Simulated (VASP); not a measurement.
HfN:

```
Hf N
1.0
     0.00000    2.45482    2.45482
     2.45482    0.00000    2.45482
     2.45482    2.45482    0.00000
Hf N
1 1
Direct
  0.00000 0.00000 0.00000
  0.25000 0.25000 0.25000
```

* Program: VASP 6.6.1
* Task: relaxation of cell and atoms
* Functional: LDA
* Potentials or basis: VASP PAW LDA potentials, release 64 (Hf_pv, N)
* Cutoff: 600 eV
* k mesh: 9 × 9 × 9
* Occupations: fermi-dirac, width 0.05 eV
* Spin: no spin polarisation

At the start: pressure -10.0 GPa; volume 14.79 Å³/atom.

Problem. How do energy, volume and symmetry change on relaxing?

Solution. Over 4 steps the energy falls by 24.2 meV/atom and the volume is 14.06 Å³/atom (-5.0 %); space group F-43m (No. 216, to 0.05 Å).

Step by step:
```csv
step,energy change (eV),largest force (eV/Å),pressure (GPa),volume (Å³)
1,0.0000,0.0000,-10.04,29.59
2,0.1045,0.0000,22.69,25.79
3,-0.0483,0.0000,-0.30,28.15
4,-0.0483,0.0000,-0.03,28.12
```

Final structure:
```yaml
crystal:
  lattice:
    - [0.00000, 2.41352, 2.41352]
    - [2.41352, 0.00000, 2.41352]
    - [2.41352, 2.41352, 0.00000]
  atoms:
    - { symbol: Hf, position: [0.00000, 0.00000, 0.00000] }
    - { symbol: N, position: [0.25000, 0.25000, 0.25000] }
```
